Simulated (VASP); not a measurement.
# CO2 (P4_2/mnm) in VASP: single point with r2SCAN

Aim: the single point of CO2 with r2SCAN.

Program: VASP 6.6.1. These are calculated values, not measurements. Logs are shortened: lines on timing, memory, paths and dates and some standing lists are left out, and cuts for length are marked.

**1. The cell of the first run**

It takes space group P4_2/mnm (No. 136, tetragonal). Conventional cell: a = 4.357 Å, b = 4.357 Å, c = 4.639 Å, α = 90.00°, β = 90.00°, γ = 90.00°. C (site symmetry mmm) has 2 O at 1.16 Å within 1.6 Å. Within 1.6 Å of O (site symmetry m2m) lie 1 C at 1.16 Å.

**2. Single point, r2SCAN**

The input, POSCAR:

```
CO2
1.0
    4.3565258104      0.0000000000      0.0000000000
    0.0000000000      4.3565258104      0.0000000000
    0.0000000000      0.0000000000      9.2786984890
C O
4 8
Direct
    1.0000000000      0.0000000000      0.7500000000
    0.0000000000      1.0000000000      0.2500000000
    0.5000000000      0.5000000000      0.5000000000
    0.5000000000      0.5000000000      0.0000000000
    0.6883351358      0.3116648642      0.5000000000
    0.3116648642      0.6883351358      1.0000000000
    0.8116648642      0.8116648642      0.2500000000
    0.1883351358      0.1883351358      0.7500000000
    0.6883351358      0.3116648642      0.0000000000
    0.3116648642      0.6883351358      0.5000000000
    0.8116648642      0.8116648642      0.7500000000
    0.1883351358      0.1883351358      0.2500000000
```

The input, INCAR.step1:

```
  PREC = Accurate
  ENCUT = 520
  ISMEAR = 0
  SIGMA = 0.02
  LREAL = False
  LASPH = True
  NELM = 80
  NBANDS = 44
  GGA = PE
  ALGO = Normal
  EDIFF = 1E-4
  LWAVE = True
  LCHARG = False
```

The input, INCAR.step2:

```
  PREC = Accurate
  ENCUT = 520
  EDIFF = 1E-6
  ISMEAR = 0
  SIGMA = 0.02
  LREAL = False
  LASPH = True
  NELM = 80
  ALGO = Normal
  ISIF = 2
  LWAVE = False
  LCHARG = False
  METAGGA = R2SCAN
  LMIXTAU = True
  NBANDS = 44
  ISTART = 1
```

The input, KPOINTS:

```
regular mesh
0
Gamma
  4 4 4
```

Potentials or basis: VASP PAW PBE potentials, release 64 (C, O).

Run with:

```bash
cat potpaw_PBE.64/C/POTCAR potpaw_PBE.64/O/POTCAR > POTCAR
cp INCAR.step1 INCAR
mpirun -np 1 vasp_std > vasp.out
cp INCAR.step2 INCAR
mpirun -np 1 vasp_std > vasp.out
```

OUTCAR:

```text
PREC = Accurate
   ENCUT = 520
   EDIFF = 1E-6
   ISMEAR = 0
   LREAL = False
   LASPH = True
   NELM = 80
   ISIF = 2
   METAGGA = R2SCAN
   ISTART = 1

 ion  position               nearest neighbor table
   1  0.000  0.000  0.750-   8 1.16  11 1.16
   2  0.000  0.000  0.250-   7 1.16  12 1.16
   3  0.500  0.500  0.500-   5 1.16  10 1.16
   4  0.500  0.500  0.000-   6 1.16   9 1.16
   5  0.688  0.312  0.500-   3 1.16
   6  0.312  0.688  0.000-   4 1.16
   7  0.812  0.812  0.250-   2 1.16
   8  0.188  0.188  0.750-   1 1.16
   9  0.688  0.312  0.000-   4 1.16
  10  0.312  0.688  0.500-   3 1.16
  11  0.812  0.812  0.750-   1 1.16
  12  0.188  0.188  0.250-   2 1.16

  LATTYP: Found a simple tetragonal cell.
 ALAT       =     4.3565258104
 C/A-ratio  =     2.1298389801

  Lattice vectors:

 A1 = (   4.3565258104,   0.0000000000,   0.0000000000)
 A2 = (   0.0000000000,   4.3565258104,   0.0000000000)
 A3 = (   0.0000000000,   0.0000000000,   9.2786984890)

Analysis of symmetry for initial positions (statically):
=====================================================================
 Subroutine PRICEL returns following result:

  LATTYP: Found a simple tetragonal cell.
 ALAT       =     4.3565258104
 C/A-ratio  =     1.0649194901

  Lattice vectors:

 A1 = (   4.3565258104,   0.0000000000,   0.0000000000)
 A2 = (   0.0000000000,   4.3565258104,   0.0000000000)
 A3 = (   0.0000000000,   0.0000000000,   4.6393492445)

   2 primitive cells build up your supercell.

 Routine SETGRP: Setting up the symmetry group for a
 simple tetragonal supercell.

 Subroutine GETGRP returns: Found 16 space group operations
 (whereof  8 operations were pure point group operations)
 out of a pool of 16 trial point group operations.

The static configuration has the point symmetry D_2h.
 The point group associated with its full space group is D_4h.

Analysis of symmetry for dynamics (positions and initial velocities):
=====================================================================
 Subroutine PRICEL returns following result:

  LATTYP: Found a simple tetragonal cell.
 ALAT       =     4.3565258104
 C/A-ratio  =     1.0649194901

  Lattice vectors:

 A1 = (   4.3565258104,   0.0000000000,   0.0000000000)
 A2 = (   0.0000000000,   4.3565258104,   0.0000000000)
 A3 = (   0.0000000000,   0.0000000000,   4.6393492445)

   2 primitive cells build up your supercell.

 Routine SETGRP: Setting up the symmetry group for a
 simple tetragonal supercell.

 Subroutine GETGRP returns: Found 16 space group operations
 (whereof  8 operations were pure point group operations)
 out of a pool of 16 trial point group operations.

The dynamic configuration has the point symmetry D_2h.
 The point group associated with its full space group is D_4h.

 Subroutine INISYM returns: Found 16 space group operations
 (whereof  8 operations are pure point group operations),
 and found     2 'primitive' translations

----------------------------------------------------------------------------------------

                                     Primitive cell

  volume of cell :      88.0517

  direct lattice vectors                    reciprocal lattice vectors
     4.356525810  0.000000000  0.000000000     0.229540704  0.000000000  0.000000000
     0.000000000  4.356525810  0.000000000     0.000000000  0.229540704  0.000000000
     0.000000000  0.000000000  4.639349244     0.000000000  0.000000000  0.215547472

  length of vectors
     4.356525810  4.356525810  4.639349244     0.229540704  0.229540704  0.215547472

  position of ions in fractional coordinates (direct lattice)
     0.000000000  0.000000000  0.500000000
     0.500000000  0.500000000  0.000000000
     0.688335136  0.311664864  0.000000000
     0.311664864  0.688335136  0.000000000
     0.811664864  0.811664864  0.500000000
     0.188335136  0.188335136  0.500000000

  ion indices of the primitive-cell ions
   primitive index   ion index
                 1           1
                 2           3
                 3           5
                 4           6
                 5          11
                 6           8

----------------------------------------------------------------------------------------

 KPOINTS: regular mesh

Automatic generation of k-mesh.
 Grid dimensions read from file:
 generate k-points for:    4    4    4

 Generating k-lattice:

  Cartesian coordinates                     Fractional coordinates (reciprocal lattice)
     0.057385176  0.000000000  0.000000000     0.250000000  0.000000000  0.000000000
     0.000000000  0.057385176  0.000000000     0.000000000  0.250000000  0.000000000
     0.000000000  0.000000000  0.026943434     0.000000000  0.000000000  0.250000000

  Length of vectors
     0.057385176  0.057385176  0.026943434

  Shift w.r.t. Gamma in fractional coordinates (k-lattice)
     0.000000000  0.000000000  0.000000000

 Subroutine IBZKPT returns following result:
 ===========================================

 Found     18 irreducible k-points:

 Following reciprocal coordinates:
            Coordinates               Weight
  0.000000  0.000000  0.000000      1.000000
  0.250000  0.000000  0.000000      4.000000
  0.500000  0.000000  0.000000      2.000000
  0.250000  0.250000  0.000000      4.000000
  0.500000  0.250000  0.000000      4.000000
  0.500000  0.500000  0.000000      1.000000
[... 10 lines left out ...]
  0.500000  0.250000  0.500000      4.000000
  0.500000  0.500000  0.500000      1.000000
   k-points           NKPTS =     18   k-points in BZ     NKDIM =     18   number of bands    NBANDS=     44
   number of dos      NEDOS =    301   number of ions     NIONS =     12
   total plane-waves  NPLWV =  71680
   dimension x,y,z NGX =    32 NGY =   32 NGZ =   70
   dimension x,y,z NGXF=    64 NGYF=   64 NGZF=  140
   ions per type =               4   8
   NGX,Y,Z   is equivalent  to a cutoff of  12.21, 12.21, 12.54 a.u.
   NGXF,Y,Z  is equivalent  to a cutoff of  24.42, 24.42, 25.08 a.u.
 SYSTEM =  unknown system
   PREC   = accura    normal or accurate (medium, high low for compatibility)
   ISTART =      1    job   : 0-new  1-cont  2-samecut
   ICHARG =      0    charge: 1-file 2-atom 10-const
   ISPIN  =      1    spin polarized calculation?
   LNONCOLLINEAR =      F non collinear calculations
   LSORBIT =      F    spin-orbit coupling
   LASPH  =      T    aspherical Exc in radial PAW
   ENCUT  =  520.0 eV  38.22 Ry    6.18 a.u.   8.10  8.10 17.25*2*pi/ulx,y,z
   NELM   =     80;   NELMIN=  2; NELMDL=  0     # of ELM steps
   EDIFF  = 0.1E-05   stopping-criterion for ELM
   LREAL  =      F    real-space projection
   EDIFFG = 0.1E-04   stopping-criterion for IOM
   NSW    =      0    number of steps for IOM
   IBRION =     -1    ionic relax: 0-MD 1-quasi-New 2-CG
   NFREE  =      0    steps in history (QN), initial steepest desc. (CG)
   ISIF   =      2    stress and relaxation
   ISYM   =      2    0-nonsym 1-usesym 2-fastsym
   POTIM  = 0.5000    time-step for ionic-motion
   TEBEG  =    0.0;   TEEND  =   0.0 temperature during run
   PSTRESS=    0.0 pullay stress
   NELECT =      64.0000    total number of electrons
   NUPDOWN=      -1.0000    fix difference up-down
   EMIN   =  10.00;   EMAX   =-10.00  energy-range for DOS
   EFERMI =   0.00;   METHOD = LEGACY
   ISMEAR =     0;   SIGMA  =   0.02  broadening in eV -4-tet -1-fermi 0-gaus
   EFERMI_NEDOS =   21; number of points for ismear=-14 and -15
   IALGO  =     38    algorithm
   IMIX   =      4    mixing-type and parameters
     AMIX     =   0.40;   BMIX     =  1.00
     AMIX_MAG =   1.60;   BMIX_MAG =  1.00
  volume/ion in A,a.u.               =      14.68        99.03
  Fermi-wavevector in a.u.,A,eV,Ry     =   1.168276  2.207722 18.570181  1.364870
  Thomas-Fermi vector in A             =   2.304765
   LORBIT       =      0    0 simple, 1 ext, 2 COOP (PROOUT), +10 PAW based schemes
   METAGGA = R2SCAN    functional components
   LHFCALC =     F    Hartree Fock is set to
   AEXX    =    0.0000 exact exchange contribution
   IVDW    =     0    specifies the selected vdW correction
   LEPSILON=     F    determine dielectric tensor
   LRPA    =     F    only Hartree local field effects (RPA)
 non-spin polarized calculation
 Gauss-broadening in eV      SIGMA  =   0.02
  energy-cutoff  :      520.00
  volume of cell :      176.10
 maximum number of plane-waves:      4784
   NGX = 17   NGY = 17   NGZ = 35

 number of electron      63.9999971 magnetization

 Free energy of the ion-electron system (eV)
  ---------------------------------------------------
  ext. energy  EPLUGINS =         0.00000000
  ---------------------------------------------------
  free energy    TOTEN  =      -102.94425771 eV

  energy without entropy =     -102.94425771  energy(sigma->0) =     -102.94425771

 E-fermi :  -3.8452     XC(G=0):  -8.2940

 val. band max:       -3.9728813138   @ k =   0.5000   0.5000   0.0000
 cond. band min:       3.2948963328   @ k =   0.0000   0.0000   0.0000
 fundamental gap:      7.2677776465
 Fermi energy:        -3.8451566569

 k-point     1 :       0.0000    0.0000    0.0000
  band No.  band energies     occupation
      1     -25.9377      2.00000
      2     -25.8092      2.00000
      3     -25.8092      2.00000
      4     -25.6809      2.00000
      5     -24.6785      2.00000
      6     -24.6785      2.00000
[... 36 lines left out ...]
     43       5.9977      0.00000
     44       7.7526      0.00000

 k-point     2 :       0.2500    0.0000    0.0000
  band No.  band energies     occupation
      1     -25.8898      2.00000
      2     -25.7947      2.00000
      3     -25.7947      2.00000
      4     -25.7061      2.00000
      5     -24.6920      2.00000
      6     -24.6920      2.00000
[... 36 lines left out ...]
     43       6.0149      0.00000
     44       8.0539      0.00000

 k-point     3 :       0.5000    0.0000    0.0000
  band No.  band energies     occupation
      1     -25.7863      2.00000
      2     -25.7863      2.00000
      3     -25.7796      2.00000
      4     -25.7796      2.00000
      5     -24.7066      2.00000
      6     -24.7066      2.00000
[... 36 lines left out ...]
     43       6.6701      0.00000
     44       6.6701      0.00000

 k-point     4 :       0.2500    0.2500    0.0000
  band No.  band energies     occupation
      1     -25.8508      2.00000
      2     -25.7814      2.00000
      3     -25.7805      2.00000
      4     -25.7187      2.00000
      5     -24.7060      2.00000
      6     -24.7056      2.00000
[... 600 lines left out ...]
     43       7.7460      0.00000
     44       7.7460      0.00000

 k-point    17 :       0.5000    0.2500    0.5000
  band No.  band energies     occupation
      1     -25.7690      2.00000
      2     -25.7690      2.00000
      3     -25.7690      2.00000
      4     -25.7690      2.00000
      5     -24.7178      2.00000
      6     -24.7178      2.00000
[... 36 lines left out ...]
     43       6.7961      0.00000
     44       6.7961      0.00000

 k-point    18 :       0.5000    0.5000    0.5000
  band No.  band energies     occupation
      1     -25.7547      2.00000
      2     -25.7547      2.00000
      3     -25.7547      2.00000
      4     -25.7547      2.00000
      5     -24.7314      2.00000
      6     -24.7314      2.00000
[... 36 lines left out ...]
     43       7.2913      0.00000
     44       7.2913      0.00000

------------------------ aborting loop because EDIFF is reached ----------------------------------------

  FORCE on cell =-STRESS in cart. coord.  units (eV):
  Direction    XX          YY          ZZ          XY          YZ          ZX
  --------------------------------------------------------------------------------------
  -------------------------------------------------------------------------------------
  Total        3.2729127      3.2729127     -0.3416786      0.0000000      0.0000000      0.0000000
  in kB       29.7767542     29.7767542     -3.1085708      0.0000000      0.0000000      0.0000000
  external PRESSURE =      18.8149792 kB  Pullay stress =       0.0000000 kB

 VOLUME and BASIS-vectors are now :
 -----------------------------------------------------------------------------
  energy-cutoff  :      520.00
  volume of cell :      176.10
      direct lattice vectors                 reciprocal lattice vectors
     4.356525810  0.000000000  0.000000000     0.229540704  0.000000000  0.000000000
     0.000000000  4.356525810  0.000000000     0.000000000  0.229540704  0.000000000
     0.000000000  0.000000000  9.278698489     0.000000000  0.000000000  0.107773736

 POSITION                                       TOTAL-FORCE (eV/Angst)
 -----------------------------------------------------------------------------------
      0.00000      0.00000      6.95902         0.000000     -0.000000     -0.000000
      0.00000      0.00000      2.31967         0.000000     -0.000000     -0.000000
      2.17826      2.17826      4.63935        -0.000000     -0.000000     -0.000000
      2.17826      2.17826      0.00000         0.000000     -0.000000     -0.000000
      2.99875      1.35778      4.63935         0.553660     -0.553660      0.000000
      1.35778      2.99875      0.00000        -0.553660      0.553660     -0.000000
      3.53604      3.53604      2.31967        -0.553660     -0.553660      0.000000
      0.82049      0.82049      6.95902         0.553660      0.553660     -0.000000
      2.99875      1.35778      0.00000         0.553660     -0.553660      0.000000
      1.35778      2.99875      4.63935        -0.553660      0.553660     -0.000000
      3.53604      3.53604      6.95902        -0.553660     -0.553660      0.000000
      0.82049      0.82049      2.31967         0.553660      0.553660     -0.000000
 -----------------------------------------------------------------------------------
    total drift:                                0.000000     -0.000000     -0.000000

  FREE ENERGIE OF THE ION-ELECTRON SYSTEM (eV)
  ---------------------------------------------------
  free  energy   TOTEN  =      -102.9442577101 eV

  energy  without entropy=     -102.9442577101  energy(sigma->0) =     -102.94425771
```

Run time: 6.9 min. Hardware: 1 thread of AMD EPYC 7R43 (Zen 3), shared host; peak memory 0.29 GiB.

What came out:

- Free energy: -102.9443 eV
- Pressure: 1.9 GPa
- Largest force: 0.783 eV/Å
- Band gap on the k mesh: 7.27 eV

Forces in eV/Å, atoms in the order of the input:
```
C    0.000  0.000  0.000
C    0.000  0.000  0.000
C    0.000  0.000  0.000
C    0.000  0.000  0.000
O    0.554 -0.554  0.000
O   -0.554  0.554  0.000
O   -0.554 -0.554  0.000
O    0.554  0.554  0.000
O    0.554 -0.554  0.000
O   -0.554  0.554  0.000
O   -0.554 -0.554  0.000
O    0.554  0.554  0.000
```

Caveat: the PAW data sets were made with another functional, which shifts forces and pressure a little. A k mesh can miss the band edges.
